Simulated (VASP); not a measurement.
Runs of VASP 6.6.1 on Pt. Symmetry: Fm-3m, No. 225, cubic system. The conventional cell has a = 3.922 Å, b = 3.922 Å, c = 3.922 Å, α = 90.00°, β = 90.00°, γ = 90.00°. Pt (site symmetry m-3m) has 12 Pt at 2.77 Å within 3.7 Å. 

| level | potentials or basis | gap on the mesh (eV) | pressure (GPa) |
| --- | --- | --- | --- |
| revPBE | VASP PAW PBE potentials, release 64 (Pt) | none | 12.7 |
| RPBE | VASP PAW PBE potentials, release 64 (Pt) | none | (a) |
| LDA | VASP PAW LDA potentials, release 64 (Pt) | none | -5.4 |
| PBE | VASP PAW PBE potentials, release 64 (Pt) | none | 9.7 |

Alike in all rows: task single point; no spin polarisation; cell as given; k mesh 12 × 12 × 12; cutoff (eV) 520; smearing methfessel-paxton 0.1 eV.

Question: Fill in the values left out.

Answer: (a) 13.9.

Caveats: spin-orbit coupling is left out, which moves the levels of the heavy elements; the PAW data sets were made with another functional, which shifts forces and pressure a little (some runs).

A k mesh can miss the band edges, and the runs leave out spin-orbit coupling on Pt.

A gap of «none» marks levels without a gap at the run's occupations.
